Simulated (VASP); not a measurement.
# Pb (R-3m) in VASP: single point with PBE

Aim: the single point of Pb with PBE.

All numbers are computed with VASP 6.6.1; they aren't measurements. Logs are shortened: lines on timing, memory, paths and dates and some standing lists are left out, and cuts for length are marked.

## Step 1: The cell of the first run

Symmetry: R-3m, No. 166, trigonal system. Conventional cell: a = 4.839 Å, b = 4.839 Å, c = 12.032 Å, α = 90.00°, β = 90.00°, γ = 120.00°. Within 3.9 Å of Pb (site symmetry 3m) lie 4 Pb at 2.97 to 3.01 Å.

## Step 2: Single point, PBE (equal xy, yz and zx shear strains of +1 %)

The input, INCAR:

```
PREC     = Accurate       # precision mode
ENCUT    = 520            # plane-wave cutoff, eV
EDIFF    = 1E-6           # SCF threshold, eV
ISMEAR   = -1             # smearing method
SIGMA    = 0.05           # smearing width, eV
LREAL    = F              # projectors in reciprocal space
LASPH    = T              # aspherical terms in the spheres
NELM     = 80             # most SCF steps
ALGO     = Normal         # electronic algorithm
ISIF     = 2              # what is computed and relaxed
LWAVE    = F              # write WAVECAR
LCHARG   = T              # write CHGCAR
GGA      = PE             # functional
LELF     = T              # ELF
LVHAR    = T            
NBANDS   = 21             # bands
```

The input, KPOINTS:

```
regular mesh
0
Gamma
  8 8 8
```

The input, POSCAR:

```
Pb
1.0
    0.0343900006      3.4561950558      3.4561950558
    3.4561950558      0.0343900006      3.4561950558
    3.4561950558      3.4561950558      0.0343900006
Pb
2
Direct
    0.0000000000      0.0000000000      0.0000000000
    0.2500000000      0.2500000000      0.2500000000
```

Potentials or basis: VASP PAW PBE potentials, release 64 (Pb_d).

Started as:

```
cat potpaw_PBE.64/Pb_d/POTCAR > POTCAR
mpirun -np 1 vasp_std > vasp.out
```

OUTCAR:

```text
PREC = Accurate
   ENCUT = 520
   EDIFF = 1E-6
   ISMEAR = -1
   LREAL = F
   LASPH = T
   NELM = 80
   ISIF = 2
   GGA = PE

 ion  position               nearest neighbor table
   1  0.000  0.000  0.000-   2 2.97   2 2.97   2 2.97   2 3.01
   2  0.250  0.250  0.250-   1 2.97   1 2.97   1 2.97   1 3.01

  LATTYP: Found a trigonal (rhomboedric) cell.
 ALAT       =     4.8879189027
 COS(alpha) =     0.5099250056

  Lattice vectors:

 A1 = (   0.0343900006,   3.4561950558,   3.4561950558)
 A2 = (   3.4561950558,   0.0343900006,   3.4561950558)
 A3 = (   3.4561950558,   3.4561950558,   0.0343900006)

Analysis of symmetry for initial positions (statically):
=====================================================================
 Subroutine PRICEL returns:
 Original cell was already a primitive cell.

 Routine SETGRP: Setting up the symmetry group for a
 trigonal (rhombohedral) supercell.

 Subroutine GETGRP returns: Found 12 space group operations
 (whereof  6 operations were pure point group operations)
 out of a pool of 12 trial point group operations.

The static configuration has the point symmetry C_3v.
 The point group associated with its full space group is D_3d.

Analysis of symmetry for dynamics (positions and initial velocities):
=====================================================================
 Subroutine PRICEL returns:
 Original cell was already a primitive cell.

 Routine SETGRP: Setting up the symmetry group for a
 trigonal (rhombohedral) supercell.

 Subroutine GETGRP returns: Found 12 space group operations
 (whereof  6 operations were pure point group operations)
 out of a pool of 12 trial point group operations.

The dynamic configuration has the point symmetry C_3v.
 The point group associated with its full space group is D_3d.

 Subroutine INISYM returns: Found 12 space group operations
 (whereof  6 operations are pure point group operations),
 and found     1 'primitive' translations

----------------------------------------------------------------------------------------

                                     Primitive cell

  volume of cell :      81.3381

  direct lattice vectors                    reciprocal lattice vectors
     0.034390001  3.456195056  3.456195056    -0.146845083  0.145398333  0.145398333
     3.456195056  0.034390001  3.456195056     0.145398333 -0.146845083  0.145398333
     3.456195056  3.456195056  0.034390001     0.145398333  0.145398333 -0.146845083

  length of vectors
     4.887918903  4.887918903  4.887918903     0.252675343  0.252675343  0.252675343

  position of ions in fractional coordinates (direct lattice)
     0.000000000  0.000000000  0.000000000
     0.250000000  0.250000000  0.250000000

  ion indices of the primitive-cell ions
   primitive index   ion index
                 1           1
                 2           2

----------------------------------------------------------------------------------------

 KPOINTS: regular mesh

Automatic generation of k-mesh.
 Grid dimensions read from file:
 generate k-points for:    8    8    8

 Generating k-lattice:

  Cartesian coordinates                     Fractional coordinates (reciprocal lattice)
    -0.018355635  0.018174792  0.018174792     0.125000000  0.000000000 -0.000000000
     0.018174792 -0.018355635  0.018174792     0.000000000  0.125000000 -0.000000000
     0.018174792  0.018174792 -0.018355635     0.000000000  0.000000000  0.125000000

  Length of vectors
     0.031584418  0.031584418  0.031584418

  Shift w.r.t. Gamma in fractional coordinates (k-lattice)
     0.000000000  0.000000000  0.000000000

 Subroutine IBZKPT returns following result:
 ===========================================

 Found     65 irreducible k-points:

 Following reciprocal coordinates:
            Coordinates               Weight
  0.000000  0.000000  0.000000      1.000000
  0.125000  0.000000  0.000000      6.000000
  0.250000  0.000000  0.000000      6.000000
  0.375000  0.000000  0.000000      6.000000
  0.500000  0.000000  0.000000      3.000000
  0.125000  0.125000  0.000000      6.000000
[... 16 lines left out ...]
  0.250000  0.125000  0.125000      6.000000
  0.375000  0.125000  0.125000      6.000000
 [... further k-points ...]
   k-points           NKPTS =     65   k-points in BZ     NKDIM =     65   number of bands    NBANDS=     21
   number of dos      NEDOS =    301   number of ions     NIONS =      2
   total plane-waves  NPLWV =  46656
   dimension x,y,z NGX =    36 NGY =   36 NGZ =   36
   dimension x,y,z NGXF=    72 NGYF=   72 NGZF=   72
   ions per type =               2
   NGX,Y,Z   is equivalent  to a cutoff of  12.24, 12.24, 12.24 a.u.
   NGXF,Y,Z  is equivalent  to a cutoff of  24.49, 24.49, 24.49 a.u.
 SYSTEM =  unknown system
   PREC   = accura    normal or accurate (medium, high low for compatibility)
   ISTART =      0    job   : 0-new  1-cont  2-samecut
   ICHARG =      2    charge: 1-file 2-atom 10-const
   ISPIN  =      1    spin polarized calculation?
   LNONCOLLINEAR =      F non collinear calculations
   LSORBIT =      F    spin-orbit coupling
   LASPH  =      T    aspherical Exc in radial PAW
   ENCUT  =  520.0 eV  38.22 Ry    6.18 a.u.   9.09  9.09  9.09*2*pi/ulx,y,z
   NELM   =     80;   NELMIN=  2; NELMDL= -5     # of ELM steps
   EDIFF  = 0.1E-05   stopping-criterion for ELM
   LREAL  =      F    real-space projection
   EDIFFG = 0.1E-04   stopping-criterion for IOM
   NSW    =      0    number of steps for IOM
   IBRION =     -1    ionic relax: 0-MD 1-quasi-New 2-CG
   NFREE  =      0    steps in history (QN), initial steepest desc. (CG)
   ISIF   =      2    stress and relaxation
   ISYM   =      2    0-nonsym 1-usesym 2-fastsym
   POTIM  = 0.5000    time-step for ionic-motion
   TEBEG  =    0.0;   TEEND  =   0.0 temperature during run
   PSTRESS=    0.0 pullay stress
   NELECT =      28.0000    total number of electrons
   NUPDOWN=      -1.0000    fix difference up-down
   EMIN   =  10.00;   EMAX   =-10.00  energy-range for DOS
   EFERMI =   0.00;   METHOD = LEGACY
   ISMEAR =    -1;   SIGMA  =   0.05  broadening in eV -4-tet -1-fermi 0-gaus
   EFERMI_NEDOS =   21; number of points for ismear=-14 and -15
   IALGO  =     38    algorithm
   IMIX   =      4    mixing-type and parameters
     AMIX     =   0.40;   BMIX     =  1.00
     AMIX_MAG =   1.60;   BMIX_MAG =  1.00
  volume/ion in A,a.u.               =      40.67       274.45
  Fermi-wavevector in a.u.,A,eV,Ry     =   1.147351  2.168178 17.910892  1.316413
  Thomas-Fermi vector in A             =   2.284031
   LORBIT       =      0    0 simple, 1 ext, 2 COOP (PROOUT), +10 PAW based schemes
   GGA     = PE    functional components
   LHFCALC =     F    Hartree Fock is set to
   AEXX    =    0.0000 exact exchange contribution
   IVDW    =     0    specifies the selected vdW correction
   LEPSILON=     F    determine dielectric tensor
   LRPA    =     F    only Hartree local field effects (RPA)
 non-spin polarized calculation
  energy-cutoff  :      520.00
  volume of cell :       81.34
 maximum number of plane-waves:      2206
   NGX = 19   NGY = 19   NGZ = 19

 number of electron      28.0000002 magnetization

 Free energy of the ion-electron system (eV)
  ---------------------------------------------------
  ext. energy  EPLUGINS =         0.00000000
  ---------------------------------------------------
  free energy    TOTEN  =        -6.56301130 eV

  energy without entropy =       -6.55892329  energy(sigma->0) =       -6.56096730

 E-fermi :   4.3960     XC(G=0):  -8.4257

 val. band max:        4.1083753947   @ k =   0.1250   0.1250   0.0000
 cond. band min:       4.4061260724   @ k =  -0.1250   0.1250   0.0000
 fundamental gap:      0.2977506777
 Fermi energy:         4.3959771313

 k-point     1 :       0.0000    0.0000    0.0000
  band No.  band energies     occupation
      1     -12.8686      2.00000
      2     -12.8686      2.00000
      3     -12.8326      2.00000
      4     -12.7803      2.00000
      5     -12.7803      2.00000
      6     -12.3691      2.00000
[... 13 lines left out ...]
     20      12.2779      0.00000
     21      12.3703      0.00000

 k-point     2 :       0.1250    0.0000    0.0000
  band No.  band energies     occupation
      1     -12.8828      2.00000
      2     -12.8691      2.00000
      3     -12.8471      2.00000
      4     -12.7583      2.00000
      5     -12.7556      2.00000
      6     -12.3870      2.00000
[... 13 lines left out ...]
     20      11.6100      0.00000
     21      11.6923      0.00000

 k-point     3 :       0.2500    0.0000    0.0000
  band No.  band energies     occupation
      1     -12.9019      2.00000
      2     -12.8800      2.00000
      3     -12.8483      2.00000
      4     -12.7219      2.00000
      5     -12.7217      2.00000
      6     -12.4111      2.00000
[... 13 lines left out ...]
     20      11.3963      0.00000
     21      11.5185      0.00000

 k-point     4 :       0.3750    0.0000    0.0000
  band No.  band energies     occupation
      1     -12.9120      2.00000
      2     -12.8884      2.00000
      3     -12.8406      2.00000
      4     -12.7031      2.00000
      5     -12.6966      2.00000
      6     -12.4255      2.00000
[... 13 lines left out ...]
     20      11.9897      0.00000
     21      12.1510      0.00000

 k-point     5 :       0.5000    0.0000    0.0000
  band No.  band energies     occupation
      1     -12.9146      2.00000
      2     -12.8904      2.00000
      3     -12.8370      2.00000
      4     -12.6985      2.00000
      5     -12.6888      2.00000
      6     -12.4311      2.00000
[... 13 lines left out ...]
     20      12.2542      0.00000
     21      12.7267      0.00000

 k-point     6 :       0.1250    0.1250    0.0000
  band No.  band energies     occupation
      1     -12.8798      2.00000
      2     -12.8794      2.00000
      3     -12.8485      2.00000
      4     -12.7627      2.00000
      5     -12.7348      2.00000
      6     -12.4253      2.00000
[... 13 lines left out ...]
     20      10.6772      0.00000
     21      12.6675      0.00000

 k-point     7 :       0.2500    0.1250    0.0000
  band No.  band energies     occupation
      1     -12.9060      2.00000
      2     -12.8781      2.00000
      3     -12.8516      2.00000
      4     -12.7345      2.00000
      5     -12.6951      2.00000
      6     -12.4691      2.00000
[... 13 lines left out ...]
     20      10.8915      0.00000
     21      12.2817      0.00000
[... 291 lines left out ...]
      1     -12.9637      2.00000
      2     -12.9170      2.00000
      3     -12.7560      2.00000
      4     -12.6386      2.00000
      5     -12.5695      2.00000
      6     -12.5524      2.00000
[... 13 lines left out ...]
     20      12.4981      0.00000
     21      14.2870      0.00000

 k-point    21 :       0.5000    0.5000    0.0000
  band No.  band energies     occupation
      1     -12.9333      2.00000
      2     -12.9164      2.00000
      3     -12.7583      2.00000
      4     -12.7580      2.00000
      5     -12.5563      2.00000
      6     -12.5456      2.00000
[... 13 lines left out ...]
     20      12.5662      0.00000
     21      14.6012      0.00000

 k-point    22 :       0.1250    0.1250    0.1250
  band No.  band energies     occupation
      1     -12.8816      2.00000
      2     -12.8816      2.00000
      3     -12.8298      2.00000
      4     -12.7616      2.00000
      5     -12.7616      2.00000
      6     -12.3769      2.00000
[... 13 lines left out ...]
     20      11.7096      0.00000
     21      11.7609      0.00000

 k-point    23 :       0.2500    0.1250    0.1250
  band No.  band energies     occupation
      1     -12.9020      2.00000
      2     -12.8850      2.00000
      3     -12.8317      2.00000
      4     -12.7454      2.00000
      5     -12.7252      2.00000
      6     -12.4120      2.00000
[... 13 lines left out ...]
     20      11.0649      0.00000
     21      11.2175      0.00000

 k-point    24 :       0.3750    0.1250    0.1250
  band No.  band energies     occupation
      1     -12.9177      2.00000
      2     -12.9037      2.00000
      3     -12.8141      2.00000
      4     -12.7207      2.00000
      5     -12.6847      2.00000
      6     -12.4476      2.00000
[... 13 lines left out ...]
     20      11.0895      0.00000
     21      12.3272      0.00000

 [... further k-points ...]

------------------------ aborting loop because EDIFF is reached ----------------------------------------

  FORCE on cell =-STRESS in cart. coord.  units (eV):
  Direction    XX          YY          ZZ          XY          YZ          ZX
  --------------------------------------------------------------------------------------
  -------------------------------------------------------------------------------------
  Total        1.1844724      1.1844724      1.1844724     -0.1813929     -0.1813929     -0.1813929
  in kB       23.3314354     23.3314354     23.3314354     -3.5730318     -3.5730318     -3.5730318
  external PRESSURE =      23.3314354 kB  Pullay stress =       0.0000000 kB

 VOLUME and BASIS-vectors are now :
 -----------------------------------------------------------------------------
  energy-cutoff  :      520.00
  volume of cell :       81.34
      direct lattice vectors                 reciprocal lattice vectors
     0.034390001  3.456195056  3.456195056    -0.146845083  0.145398333  0.145398333
     3.456195056  0.034390001  3.456195056     0.145398333 -0.146845083  0.145398333
     3.456195056  3.456195056  0.034390001     0.145398333  0.145398333 -0.146845083

 POSITION                                       TOTAL-FORCE (eV/Angst)
 -----------------------------------------------------------------------------------
      0.00000      0.00000      0.00000         0.072684      0.072684      0.072684
      1.73670      1.73670      1.73670        -0.072684     -0.072684     -0.072684
 -----------------------------------------------------------------------------------
    total drift:                                0.000000      0.000000     -0.000000

  FREE ENERGIE OF THE ION-ELECTRON SYSTEM (eV)
  ---------------------------------------------------
  free  energy   TOTEN  =        -6.5630113017 eV

  energy  without entropy=       -6.5589232912  energy(sigma->0) =       -6.56096730
```

Run time: 53 s. Hardware: 1 thread of Intel Xeon 6975P-C (Granite Rapids), shared host; peak memory 0.25 GiB.

What came out:

- Free energy: -6.5630 eV
- Pressure: 2.3 GPa
- Largest force: 0.126 eV/Å
- Band gap on the k mesh: zero (bands 14 and 15 overlap by 1.16 eV)

Forces on the atoms (eV/Å):
```
Pb   0.073  0.073  0.073
Pb  -0.073 -0.073 -0.073
```

Levels at points of the mesh, in eV from the Fermi level:
```tsv
k point	band 11	band 12	band 13	band 14	band 15	band 16	band 17	band 18
(0.00, 0.00, 0.00)	-11.20	-3.98	0.34	0.35	0.35	2.25	2.41	2.41
(0.50, 0.00, 0.00)	-9.82	-7.18	-1.03	-0.82	-0.81	3.41	3.53	5.39
(0.50, 0.50, 0.00)	-8.59	-8.50	-2.06	-1.99	0.78	0.85	7.11	7.12
(0.50, 0.50, 0.50)	-9.92	-7.09	-0.96	-0.75	-0.75	3.51	3.51	5.44
```

Caveat: the cell differs from its parent crystal (equal xy, yz and zx shear strains of +1 %); spin-orbit coupling is left out, which moves the levels of the heavy elements.
